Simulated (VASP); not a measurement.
Here is a VASP 6.6.1 calculation.

File INCAR:

```
PREC     = Accurate       # precision mode
ENCUT    = 520            # plane-wave cutoff, eV
EDIFF    = 1E-8           # SCF threshold, eV
ISMEAR   = -1             # smearing method
SIGMA    = 0.05           # smearing width, eV
LREAL    = F              # projectors in reciprocal space
LASPH    = T              # aspherical terms in the spheres
NELM     = 60             # most SCF steps
ALGO     = Normal         # electronic algorithm
ISIF     = 2              # what is computed and relaxed
LWAVE    = F              # write WAVECAR
LCHARG   = F              # write CHGCAR
GGA      = CA             # functional
IBRION   = 8              # ionic algorithm
NSW      = 1              # ionic steps
```

The input KPOINTS:

```
regular mesh
0
Gamma
  7 7 7
```

The input POSCAR:

```
BAs
1.0
    0.0000000000      2.3885000000      2.3885000000
    2.3885000000      0.0000000000      2.3885000000
    2.3885000000      2.3885000000      0.0000000000
As B
1 1
Direct
    0.7500000000      0.7500000000      0.7500000000
    0.0000000000      0.0000000000      0.0000000000
```

Potentials or basis: VASP PAW LDA potentials, release 64 (As, B).

Run with:

```console
$ cat potpaw_LDA.64/As/POTCAR potpaw_LDA.64/B/POTCAR > POTCAR
$ mpirun -np 1 vasp_std > vasp.out
```

Predict the highest phonon frequency at Γ, LO-TO splitting left out.

686 cm⁻¹.

Phonon frequencies in cm⁻¹ (negative: imaginary):
| q point | frequencies |
| --- | --- |
| (0.000, 0.000, 0.000) | 0 0 0 686 686 686 |

Caveat: the cell wasn't relaxed at this level first, which shifts response properties.
